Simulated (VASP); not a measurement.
W, 1 atom in the cell. It takes space group P6/mmm (No. 191, hexagonal). Conventional cell: a = 2.287 Å, b = 2.287 Å, c = 2.126 Å, α = 90.00°, β = 90.00°, γ = 120.00°. Within 2.8 Å of W (site symmetry 6/mmm) lie 8 W at 2.13 to 2.29 Å. This isn't the form of W at room conditions, which is bcc.

| Quantity | Value |
| --- | --- |
| Program | VASP 6.6.1 |
| Task | single point |
| Functional | PBE |
| Potentials or basis | VASP PAW PBE potentials, release 64 (W_sv) |
| Cutoff | 520 eV |
| k mesh | 18 × 18 × 16 |
| Occupations | fermi-dirac, width 0.08 eV |
| Spin | no spin polarisation |
| Dipole correction | no |
| Further INCAR settings | ALGO = Normal; EDIFF = 1e-06; NBANDS = 13 |

Potentials or basis: VASP PAW PBE potentials, release 64 (W_sv).

Command:

```sh
$ cat potpaw_PBE.64/W_sv/POTCAR > POTCAR
$ mpirun -np 1 vasp_std > vasp.out
```

Hardware: 1 thread of AMD EPYC 7R13, with other jobs on the host.

Estimate the wall time of this run.

Run time: 55 s on 1 thread of AMD EPYC 7R13 (shared host), peak memory 0.12 GiB. Counts: scf iterations 11, k points 333.
